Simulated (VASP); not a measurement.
Input of a VASP 6.6.1 run:

Contents of INCAR:

```
PREC     = Accurate       # precision mode
ENCUT    = 520            # plane-wave cutoff, eV
EDIFF    = 1E-7           # SCF threshold, eV
ISMEAR   = -1             # smearing method
SIGMA    = 0.05           # smearing width, eV
LREAL    = False          # projectors in reciprocal space
LASPH    = True           # aspherical terms in the spheres
NELM     = 80             # most SCF steps
ALGO     = Normal         # electronic algorithm
ISIF     = 2              # what is computed and relaxed
LWAVE    = False          # write WAVECAR
LCHARG   = False          # write CHGCAR
GGA      = PE             # functional
NBANDS   = 13             # bands
```

File KPOINTS:

```
regular mesh
0
Gamma
  6 6 6
```

Contents of POSCAR:

```
Sn
1.0
   -2.0291894110      2.0291894110      1.6607599896
    2.0291894110     -2.0291894110      1.6607599896
    2.0291894110      2.0291894110     -1.6607599896
Sn
1
Direct
    0.0000000000      0.0000000000      0.0000000000
```

Potentials or basis: VASP PAW PBE potentials, release 64 (Sn_d).

The run is started by

```console
$ cat potpaw_PBE.64/Sn_d/POTCAR > POTCAR
$ mpirun -np 1 vasp_std > vasp.out
```

(1) Predict the pressure.

(2) What does it give for the band gap on the k mesh?

## Answers

(1) 1.4 GPa.

(2) zero (band 7 reaches 14.75 eV, above the bottom of band 8 at 6.04 eV).

Caveat: the k points lie up to 0.41 Å⁻¹ apart; spin-orbit coupling is left out, which moves the levels of the heavy elements.
